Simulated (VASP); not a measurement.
# Ga: relaxation of cell and atoms with PBE

Crystal: Ga.

```
Ga
1.0
    -1.68099    1.68099    1.68099
     1.68099   -1.68099    1.68099
     1.68099    1.68099   -1.68099
Ga
1
Direct
  0.00000 0.00000 0.00000
```

This isn't the form of Ga at room conditions, which is orthorhombic.

* Program: VASP 6.6.1
* Task: relaxation of cell and atoms
* Functional: PBE
* Potentials or basis: VASP PAW PBE potentials, release 64 (Ga_d)
* Cutoff: 600 eV
* k mesh: 19 × 19 × 19
* Occupations: fermi-dirac, width 0.05 eV
* Spin: no spin polarisation
* Dipole correction: no
* Further INCAR settings: ALGO = Normal; EDIFF = 1e-07; IBRION = 2; EDIFFG = -0.005; NSW = 60; ISIF = 3

| Property | Result |
| --- | --- |
| Relaxed volume | 19.18 Å³/atom |
| Relaxed cell | a = 2.921 Å, b = 2.921 Å, c = 2.921 Å, α = 109.47°, β = 109.47°, γ = 109.47° |
| Space group after relaxing (to 0.1 Å) | Im-3m (No. 229) |
| Energy gained by relaxing | 0.3 meV/atom |
| Ionic steps | 5 |
| Pressure after relaxing | 0.0 GPa |
| Band gap on the k mesh | zero (an odd number of electrons rules out a gap without spin polarisation) |

The path:
```
step  energy change (eV)  largest force (eV/Å)  pressure (GPa)  volume (Å³)
   1              0.0000                0.0000            0.45        19.00
   2             -0.0003                0.0000            0.10        19.15
   3             -0.0003                0.0000           -0.06        19.19
   4             -0.0003                0.0000            0.05        19.17
   5             -0.0003                0.0000            0.00        19.18
```

Final structure:
```cif
data_structure
_symmetry_space_group_name_H-M 'P 1'
_symmetry_Int_Tables_number 1
_cell_length_a 2.9206
_cell_length_b 2.9206
_cell_length_c 2.9206
_cell_angle_alpha 109.471
_cell_angle_beta 109.471
_cell_angle_gamma 109.471
_cell_volume 19.18
loop_
_atom_site_label
_atom_site_type_symbol
_atom_site_fract_x
_atom_site_fract_y
_atom_site_fract_z
_atom_site_occupancy
Ga1 Ga 0.00000 0.00000 0.00000 1
```

Levels at points of the mesh, in eV from the Fermi level:
```csv
k point,band 2,band 3,band 4,band 5,band 6,band 7,band 8,band 9,band 10
"(0.00, 0.00, 0.00)",-14.94,-14.94,-14.76,-14.76,-10.93,12.35,12.35,12.35,16.99
```

Wall time 2.3 min on 1 thread of Intel Xeon 8259CL, on a shared host, peak memory 0.19 GiB.
